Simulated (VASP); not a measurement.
# Si2Mo (P6_222) in VASP: a series of runs, part 2 of 2

VASP 6.6.1. The steps go on from the part before.

**4. Single point, LDA (13.80 Å³/atom)**

This run uses another cell than the first one, of 13.80 Å³/atom.

INCAR reads:

```
SYSTEM = Si2Mo
ALGO = Normal ; EDIFF = 1E-6
ENCUT = 500 ; GGA_COMPAT = .False.
ISIF = 2 ; ISMEAR = 0
LASPH = .True. ; LCHARG = .False.
LREAL = .False. ; LWAVE = .False.
NBANDS = 43 ; NELM = 120
PREC = Accurate ; SIGMA = 0.01
```

KPOINTS reads:

```
k-points
0
Gamma
  9 9 6
  0 0 0
```

POSCAR reads:

```
Si2Mo
1.0
    4.6460886190      0.0000000000      0.0000000000
   -2.3230443095      4.0236307723      0.0000000000
    0.0000000000      0.0000000000      6.6426140964
Si Mo
6 3
Direct
    0.1644365083      0.8355634917      0.8333333333
    0.3288730166      0.1644365083      0.1666666667
    0.8355634917      0.6711269834      0.5000000000
    0.8355634917      0.1644365083      0.8333333333
    0.6711269834      0.8355634917      0.1666666667
    0.1644365083      0.3288730166      0.5000000000
    0.5000000000      0.0000000000      0.5000000000
    0.0000000000      0.5000000000      0.1666666667
    0.5000000000      0.5000000000      0.8333333333
```

Potentials or basis: VASP PAW LDA potentials, release 64 (Si, Mo_sv).

On the command line:

```
$ cat potpaw_LDA.64/Si/POTCAR potpaw_LDA.64/Mo_sv/POTCAR > POTCAR
$ mpirun -np 1 vasp_std > vasp.out
```

OUTCAR:

```text
SYSTEM = Si2Mo
   EDIFF = 1E-6
   ENCUT = 500
   ISIF = 2
   ISMEAR = 0
   LASPH = .True.
   LREAL = .False.
   NELM = 120
   PREC = Accurate

 ion  position               nearest neighbor table
   1  0.164  0.836  0.833-   3 2.58   2 2.58   7 2.59   8 2.59   4 2.65   9 2.67   9 2.67   9 2.70
                             4 2.70   4 2.70
   2  0.329  0.164  0.167-   6 2.58   1 2.58   7 2.59   9 2.59   5 2.65   8 2.67   8 2.67   8 2.70
                             5 2.70   5 2.70
   3  0.836  0.671  0.500-   1 2.58   5 2.58   8 2.59   9 2.59   6 2.65   7 2.67   7 2.67   7 2.70
                             6 2.70   6 2.70
   4  0.836  0.164  0.833-   6 2.58   5 2.58   7 2.59   8 2.59   1 2.65   9 2.67   9 2.67   9 2.70
                             1 2.70   1 2.70
   5  0.671  0.836  0.167-   3 2.58   4 2.58   7 2.59   9 2.59   2 2.65   8 2.67   8 2.67   8 2.70
                             2 2.70   2 2.70
   6  0.164  0.329  0.500-   2 2.58   4 2.58   8 2.59   9 2.59   3 2.65   7 2.67   7 2.67   7 2.70
                             3 2.70   3 2.70
   7  0.500  0.000  0.500-   1 2.59   2 2.59   4 2.59   5 2.59   6 2.67   3 2.67   6 2.67   3 2.67
                             6 2.70   3 2.70   8 3.21   9 3.21   9 3.21   8 3.21
[... 220 lines left out ...]
      6     -22.9283      2.00000
[... 1093 lines left out ...]
     42      15.3341      0.00000
     43      15.5474      0.00000

 [... further k-points ...]

------------------------ aborting loop because EDIFF is reached ----------------------------------------

  FORCE on cell =-STRESS in cart. coord.  units (eV):
  Direction    XX          YY          ZZ          XY          YZ          ZX
  --------------------------------------------------------------------------------------
  -------------------------------------------------------------------------------------
  Total       -8.6166101     -8.6166101     -8.6897658      0.0000000      0.0000000      0.0000000
  in kB     -111.1737844   -111.1737844   -112.1176594      0.0000000      0.0000000      0.0000000
  external PRESSURE =    -111.4884094 kB  Pullay stress =       0.0000000 kB

 VOLUME and BASIS-vectors are now :
 -----------------------------------------------------------------------------
  energy-cutoff  :      500.00
  volume of cell :      124.18
      direct lattice vectors                 reciprocal lattice vectors
     4.646088619  0.000000000  0.000000000     0.215234810  0.124265875  0.000000000
    -2.323044310  4.023630772  0.000000000     0.000000000  0.248531751  0.000000000
     0.000000000  0.000000000  6.642614096     0.000000000  0.000000000  0.150543142

 POSITION                                       TOTAL-FORCE (eV/Angst)
 -----------------------------------------------------------------------------------
     -1.17706      3.36200      5.53551        -0.003515      0.002029      0.000000
      1.14598      0.66163      1.10710        -0.003515     -0.002029      0.000000
      2.32304      2.70037      3.32131        -0.000000      0.004058      0.000000
      3.50011      0.66163      5.53551         0.003515     -0.002029      0.000000
      1.17706      3.36200      1.10710         0.003515      0.002029      0.000000
      0.00000      1.32326      3.32131         0.000000     -0.004058      0.000000
      2.32304      0.00000      3.32131        -0.000000      0.000000      0.000000
     -1.16152      2.01182      1.10710        -0.000000      0.000000      0.000000
      1.16152      2.01182      5.53551        -0.000000      0.000000     -0.000000
 -----------------------------------------------------------------------------------
    total drift:                                0.000000     -0.000000      0.000001

  FREE ENERGIE OF THE ION-ELECTRON SYSTEM (eV)
  ---------------------------------------------------
  free  energy   TOTEN  =       -76.9680703550 eV

  energy  without entropy=      -76.9680703550  energy(sigma->0) =      -76.96807036
```

OSZICAR:

```text
N       E                     dE             d eps       ncg     rms          rms(c)
DAV:   1     0.552007900193E+03    0.55201E+03   -0.35016E+04  4464   0.143E+03
DAV:   2    -0.495169642389E+02   -0.60152E+03   -0.58149E+03  4480   0.402E+02
DAV:   3    -0.790303326643E+02   -0.29513E+02   -0.28700E+02  5354   0.756E+01
DAV:   4    -0.796015324188E+02   -0.57120E+00   -0.56686E+00  5144   0.962E+00
DAV:   5    -0.796100665878E+02   -0.85342E-02   -0.85136E-02  5092   0.129E+00    0.354E+01
DAV:   6    -0.775117272430E+02    0.20983E+01   -0.17554E+01  4975   0.202E+01    0.714E+00
DAV:   7    -0.771070675750E+02    0.40466E+00   -0.32926E+00  4813   0.870E+00    0.788E+00
DAV:   8    -0.769697492796E+02    0.13732E+00   -0.42273E-01  4894   0.344E+00    0.624E-01
DAV:   9    -0.769688583908E+02    0.89089E-03   -0.21455E-02  5437   0.565E-01    0.401E-01
DAV:  10    -0.769682679699E+02    0.59042E-03   -0.50931E-03  4967   0.421E-01    0.157E-01
DAV:  11    -0.769680718946E+02    0.19608E-03   -0.10110E-03  4936   0.170E-01    0.262E-02
DAV:  12    -0.769680713010E+02    0.59367E-06   -0.41564E-05  4987   0.323E-02    0.172E-02
DAV:  13    -0.769680703550E+02    0.94595E-06   -0.34808E-06  3850   0.898E-03
   1 F= -.76968070E+02 E0= -.76968070E+02  d E =-.189507E-14
```

stdout:

```text
POSCAR found type information on POSCAR SiMo
 POSCAR found :  2 types and       9 ions
 scaLAPACK will be used
 LDA part: xc-table for (Slater(with rela. corr.)+CA(PZ))
 , standard interpolation
 POSCAR, INCAR and KPOINTS ok, starting setup
 FFT: planning ... GRIDC
 FFT: planning ... GRID_SOFT
 FFT: planning ... GRID
 WAVECAR not read
 entering main loop
```

Wall time 8.1 min (1 thread of AMD EPYC 7R13, shared host); peak memory 0.28 GiB.

Results:

- Free energy: -76.9681 eV
- Pressure: -11.1 GPa
- Largest force: 0.004 eV/Å
- Band gap on the k mesh: 0.16 eV (least direct gap 0.51 eV)

Forces in eV/Å, atoms in the order of the input:
```
Si  -0.004  0.002  0.000
Si  -0.004 -0.002  0.000
Si   0.000  0.004  0.000
Si   0.004 -0.002  0.000
Si   0.004  0.002  0.000
Si   0.000 -0.004  0.000
Mo   0.000  0.000  0.000
Mo   0.000  0.000  0.000
Mo   0.000  0.000  0.000
```

Stress tensor (GPa, compression positive):
```
-11.12   0.00   0.00
  0.00 -11.12   0.00
  0.00   0.00 -11.21
```

Caveat: the cell stands under tension; an odd mesh through Γ misses points on the zone boundary, where band edges can lie.

**5. Overview**

```csv
cell,gap on the mesh (eV),pressure (GPa)
"a = 4.551, b = 4.551, c = 6.532 Å, angles 90.0, 90.0, 120.0°, 9 atoms",0.15,0.6
"a = 4.598, b = 4.598, c = 6.589 Å, angles 90.0, 90.0, 120.0°, 9 atoms",0.16,-5.8
"a = 4.646, b = 4.646, c = 6.643 Å, angles 90.0, 90.0, 120.0°, 9 atoms",0.16,-11.1
```

Alike in all rows: task single point; level LDA; potentials or basis VASP PAW LDA potentials, release 64 (Si, Mo_sv); no spin polarisation; k mesh 9 × 9 × 6; cutoff (eV) 500; smearing gaussian 0.01 eV.

Caveats: an odd mesh through Γ misses points on the zone boundary, where band edges can lie; the cell stands under tension (at least some runs).

Absolute energies hang on the potentials; compare differences alone.
